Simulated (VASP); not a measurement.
# Hf (I4/mmm) in VASP: further runs, part 2 of 2

VASP 6.6.1. The steps go on from the part before.

### Step 3. Single point, PBEsol (strain -0.0250 x Voigt [0, 0, 1, 0, 0, 0])

INCAR reads:

```
PREC     = Accurate       # precision mode
ENCUT    = 520            # plane-wave cutoff, eV
EDIFF    = 1E-6           # SCF threshold, eV
ISMEAR   = 0              # smearing method
SIGMA    = 0.15           # smearing width, eV
LREAL    = False          # projectors in reciprocal space
LASPH    = True           # aspherical terms in the spheres
NELM     = 100            # most SCF steps
ALGO     = Normal         # electronic algorithm
ISIF     = 2              # what is computed and relaxed
LWAVE    = False          # write WAVECAR
LCHARG   = True           # write CHGCAR
GGA      = PS             # functional
LELF     = True           # ELF
LVHAR    = True         
NBANDS   = 11             # bands
```

KPOINTS reads:

```
Automatic mesh
0
Gamma
  18 18 18
```

POSCAR reads:

```
Hf
1.0
   -1.8050000000      1.8050000000      1.7598750000
    1.8050000000     -1.8050000000      1.7598750000
    1.8050000000      1.8050000000     -1.7598750000
Hf
1
Direct
    0.0000000000      0.0000000000      0.0000000000
```

Potentials or basis: VASP PAW PBE potentials, release 64 (Hf_pv).

Command:

```sh
$ cat potpaw_PBE.64/Hf_pv/POTCAR > POTCAR
$ mpirun -np 1 vasp_std > vasp.out
```

OUTCAR:

```text
PREC = Accurate
   ENCUT = 520
   EDIFF = 1E-6
   ISMEAR = 0
   LREAL = False
   LASPH = True
   NELM = 100
   ISIF = 2
   GGA = PS

 ion  position               nearest neighbor table
   1  0.000  0.000  0.000-

  LATTYP: Found a body centered tetragonal cell.
 ALAT       =     3.6100000000
 C/A-ratio  =     0.9750000000

  Lattice vectors:

 A1 = (  -1.8050000000,   1.8050000000,   1.7598750000)
 A2 = (   1.8050000000,  -1.8050000000,   1.7598750000)
 A3 = (   1.8050000000,   1.8050000000,  -1.7598750000)

Analysis of symmetry for initial positions (statically):
=====================================================================
 Subroutine PRICEL returns:
 Original cell was already a primitive cell.

 Routine SETGRP: Setting up the symmetry group for a
 body centered tetragonal supercell.

 Subroutine GETGRP returns: Found 16 space group operations
 (whereof 16 operations were pure point group operations)
 out of a pool of 16 trial point group operations.

The static configuration has the point symmetry D_4h.

Analysis of symmetry for dynamics (positions and initial velocities):
=====================================================================
 Subroutine PRICEL returns:
 Original cell was already a primitive cell.

 Routine SETGRP: Setting up the symmetry group for a
 body centered tetragonal supercell.

 Subroutine GETGRP returns: Found 16 space group operations
 (whereof 16 operations were pure point group operations)
 out of a pool of 16 trial point group operations.

The dynamic configuration has the point symmetry D_4h.

 Subroutine INISYM returns: Found 16 space group operations
 (whereof 16 operations are pure point group operations),
 and found     1 'primitive' translations

----------------------------------------------------------------------------------------

                                     Primitive cell

  volume of cell :      22.9349

  direct lattice vectors                    reciprocal lattice vectors
    -1.805000000  1.805000000  1.759875000     0.000000000  0.277008310  0.284111087
[... 111 lines left out ...]
   AEXX    =    0.0000 exact exchange contribution
   IVDW    =     0    specifies the selected vdW correction
   LEPSILON=     F    determine dielectric tensor
   LRPA    =     F    only Hartree local field effects (RPA)
 non-spin polarized calculation
 Gauss-broadening in eV      SIGMA  =   0.15
  energy-cutoff  :      520.00
  volume of cell :       22.93
 maximum number of plane-waves:       638
   NGX = 11   NGY = 11   NGZ = 11

 number of electron      10.0000002 magnetization

 Free energy of the ion-electron system (eV)
  ---------------------------------------------------
  ext. energy  EPLUGINS =         0.00000000
  ---------------------------------------------------
  free energy    TOTEN  =       -10.30447197 eV

  energy without entropy =      -10.28158773  energy(sigma->0) =      -10.29302985

 E-fermi :   4.2536     XC(G=0): -11.2780

 val. band max:        4.2507033971   @ k =   0.5000   0.2778   0.0000
 cond. band min:       4.2539217936   @ k =  -0.1667   0.5000   0.1111
 fundamental gap:      0.0032183965
 Fermi energy:         4.2536157636

 k-point     1 :       0.0000    0.0000    0.0000
  band No.  band energies     occupation
      1     -25.6280      2.00000
      2     -25.6280      2.00000
      3     -25.6264      2.00000
      4      -2.7100      2.00000
      5       5.5626      0.00000
      6       5.8382      0.00000
      7       5.8382      0.00000
      8       8.2669      0.00000
      9       8.6488      0.00000
     10      17.3263      0.00000
     11      17.3263      0.00000
[... 309 lines left out ...]
 k-point    24 :      -0.2222    0.0556    0.0000
  band No.  band energies     occupation
      1     -25.8981      2.00000
      2     -25.7101      2.00000
      3     -25.6375      2.00000
      4      -1.3707      2.00000
      5       4.8880      0.00000
      6       5.1549      0.00000
      7       7.1360      0.00000
      8       7.7800      0.00000
      9       8.6218      0.00000
     10      17.3968      0.00000
     11      18.1219      0.00000

 [... further k-points ...]

------------------------ aborting loop because EDIFF is reached ----------------------------------------

  FORCE on cell =-STRESS in cart. coord.  units (eV):
  Direction    XX          YY          ZZ          XY          YZ          ZX
  --------------------------------------------------------------------------------------
  -------------------------------------------------------------------------------------
  Total       -0.9879347     -0.9879347     -1.1617067      0.0000000      0.0000000      0.0000000
  in kB      -69.0148575    -69.0148575    -81.1541741      0.0000000      0.0000000      0.0000000
  external PRESSURE =     -73.0612964 kB  Pullay stress =       0.0000000 kB

 VOLUME and BASIS-vectors are now :
 -----------------------------------------------------------------------------
  energy-cutoff  :      520.00
  volume of cell :       22.93
      direct lattice vectors                 reciprocal lattice vectors
    -1.805000000  1.805000000  1.759875000     0.000000000  0.277008310  0.284111087
     1.805000000 -1.805000000  1.759875000     0.277008310  0.000000000  0.284111087
     1.805000000  1.805000000 -1.759875000     0.277008310  0.277008310  0.000000000

 POSITION                                       TOTAL-FORCE (eV/Angst)
 -----------------------------------------------------------------------------------
      0.00000      0.00000      0.00000        -0.000000      0.000000      0.000000
 -----------------------------------------------------------------------------------
    total drift:                                0.000000      0.000000      0.000000

  FREE ENERGIE OF THE ION-ELECTRON SYSTEM (eV)
  ---------------------------------------------------
  free  energy   TOTEN  =       -10.3044719724 eV

  energy  without entropy=      -10.2815877326  energy(sigma->0) =      -10.29302985
```

OSZICAR:

```text
N       E                     dE             d eps       ncg     rms          rms(c)
DAV:   1     0.116795050594E+02    0.11680E+02   -0.57214E+03 10608   0.838E+02
DAV:   2    -0.102540136031E+02   -0.21934E+02   -0.21242E+02 13355   0.152E+02
DAV:   3    -0.106995522722E+02   -0.44554E+00   -0.43919E+00 13207   0.147E+01
DAV:   4    -0.107014117995E+02   -0.18595E-02   -0.18589E-02 11923   0.114E+00
DAV:   5    -0.107014235639E+02   -0.11764E-04   -0.11764E-04 13351   0.792E-02    0.447E+01
DAV:   6    -0.104029021667E+02    0.29852E+00   -0.25206E-01 11829   0.358E+00    0.257E+01
DAV:   7    -0.103085324434E+02    0.94370E-01   -0.32963E-01 12165   0.395E+00    0.111E+00
DAV:   8    -0.103044583885E+02    0.40741E-02   -0.21972E-02 11811   0.105E+00    0.940E-02
DAV:   9    -0.103044692164E+02   -0.10828E-04   -0.29163E-04 13698   0.149E-01    0.471E-02
DAV:  10    -0.103044721996E+02   -0.29833E-05   -0.16032E-05 12559   0.302E-02    0.278E-02
DAV:  11    -0.103044719724E+02    0.22728E-06   -0.23944E-06 12438   0.115E-02
   1 F= -.10304472E+02 E0= -.10293030E+02  d E =-.228842E-01
```

Run time: 2.1 min. Hardware: 1 thread of Intel Xeon 8259CL, shared host; peak memory 0.24 GiB.

What came out:

```yaml
Free_energy: -10.3045 eV
Pressure: -7.3 GPa
Band_gap_on_the_k_mesh: zero (bands 5 and 6 overlap by 2.08 eV)
```

Caveat: the cell differs from its parent crystal (strain -0.0250 x Voigt [0, 0, 1, 0, 0, 0]); the cell stands under tension; the PAW data sets were made with another functional, which shifts forces and pressure a little; spin-orbit coupling is left out, which moves the levels of the heavy elements.
